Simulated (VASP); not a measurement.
MnRu, 2 atoms in the cell. The structure is hexagonal, space group P-6m2 (No. 187). The conventional cell has a = 2.572 Å, b = 2.572 Å, c = 3.983 Å, α = 90.00°, β = 90.00°, γ = 120.00°. Mn (site symmetry -6m2) has 6 Ru at 2.48 Å and 6 Mn at 2.57 Å within 3.3 Å. Ru (site symmetry -6m2) has 6 Mn at 2.48 Å and 6 Ru at 2.57 Å within 3.3 Å.  This cell differs from its parent crystal: volume scaled by 0.94.

```yaml
Program: VASP 6.6.1
Task: single point
Functional: PBEsol
Potentials_or_basis: VASP PAW PBE potentials, release 64 (Mn_pv, Ru_pv)
Cutoff: 520 eV
k_mesh: 13 × 13 × 7
Occupations: fermi-dirac, width 0.05 eV
Spin: collinear spin, ferromagnetic start
Starting_moments: "[4.0, 1.5] μB"
Dipole_correction: no
Further_INCAR_settings: ALGO = Normal; EDIFF = 1e-06; NBANDS = 24
```

Potentials or basis: VASP PAW PBE potentials, release 64 (Mn_pv, Ru_pv).

Launch:

```console
$ cat potpaw_PBE.64/Mn_pv/POTCAR potpaw_PBE.64/Ru_pv/POTCAR > POTCAR
$ mpirun -np 1 vasp_std > vasp.out
```

Hardware: 1 thread of AMD EPYC 9R45 96-Core Processor (Zen 5), on a shared host.

Q: How long does it take, and how much memory?

A: Wall time 54 s on 1 thread of AMD EPYC 9R45 96-Core Processor (Zen 5), on a shared host, peak memory 0.16 GiB. Counts: scf iterations 15, k points 84.
